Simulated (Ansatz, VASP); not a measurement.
## Two plane-wave programs on WS2

```
W S
1.0
     3.18000    0.00000    0.00000
    -1.59000    2.75396    0.00000
     0.00000    0.00000   12.50000
W S
2 4
Direct
  0.33333 0.66667 0.25000
  0.66667 0.33333 0.75000
  0.33333 0.66667 0.62000
  0.66667 0.33333 0.12000
  0.33333 0.66667 0.88000
  0.66667 0.33333 0.38000
```

Alike in both runs: task single point; functional LDA; k mesh 8 × 8 × 2; occupations gaussian, width 0.05 eV; collinear spin; Hubbard terms W d U = 2.0 eV.

|  | VASP | Ansatz |
| --- | --- | --- |
| version | VASP 6.6.1 | Ansatz 0.2.0 |
| potentials or method | VASP PAW LDA potentials, release 64 (W_sv, S), cutoff 500 eV | scalar-relativistic, plane waves, PAW |
| valence electrons in the cell | 52 | 52 |

Ansatz gave:

```
gap on the k mesh at the Fermi level (eV)                     : 1.12
least direct gap on the mesh (eV)                             : 2.14
pressure (GPa)                                                : -11.3
traceless stress, the component that is largest in VASP (GPa) : -3.44
rms of the force components (eV/Å)                            : 0.694
net moment per atom (μB)                                      : 0.00
```

Q: Which values does VASP return?

A: gap on the k mesh at the Fermi level (eV): 1.10; least direct gap on the mesh (eV): 2.20; pressure (GPa): -9.7; traceless stress, the component that is largest in VASP (GPa): -3.25; rms of the force components (eV/Å): 0.601; net moment per atom (μB): 0.00.

LDA's correlation is that of Perdew and Zunger in VASP and of Perdew and Wang (1992) in Ansatz. The programs project onto different local orbitals, so the same U acts differently, and such runs can settle in different states. Atom by atom the forces differ by 0.093 eV/Å (rms over components). Ansatz's warnings: seeded moment not kept.

Neither program's run includes spin-orbit coupling.
